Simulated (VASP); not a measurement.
A run of VASP 6.6.1:

The input INCAR:

```
PREC = Accurate
ENCUT = 520
EDIFF = 1E-7
ISMEAR = -1
SIGMA = 0.02
LREAL = False
LASPH = True
NELM = 80
ALGO = Normal
ISIF = 2
LWAVE = False
LCHARG = False
GGA = PE
NBANDS = 28
```

KPOINTS

```
regular mesh
0
Gamma
  6 6 6
```

POSCAR

```
BaZrO3
1.0
    4.3735691108      0.0000000000      0.0000000000
    0.0000000000      4.3735691108      0.0000000000
    0.0000000000      0.0000000000      4.3735691108
Ba Zr O
1 1 3
Direct
    0.0000000000      0.0000000000      0.0000000000
    0.5000000000      0.5000000000      0.5000000000
    0.5000000000      0.5000000000      0.0000000000
    0.5000000000      0.0000000000      0.5000000000
    0.0000000000      0.5000000000      0.5000000000
```

Potentials or basis: VASP PAW PBE potentials, release 64 (Ba_sv, Zr_sv, O).

The run is started by

```bash
$ cat potpaw_PBE.64/Ba_sv/POTCAR potpaw_PBE.64/Zr_sv/POTCAR potpaw_PBE.64/O/POTCAR > POTCAR
$ mpirun -np 1 vasp_std > vasp.out
```

Hardware: 1 thread of AMD EPYC 9R45 96-Core Processor (Zen 5), on a shared host.

**Question.** How long does it take, and how much memory?

**Answer.** It took 31 s on 1 thread of AMD EPYC 9R45 96-Core Processor (Zen 5), with other jobs on the host, peak memory 0.2 GiB. Counts: scf iterations 15, k points 20.
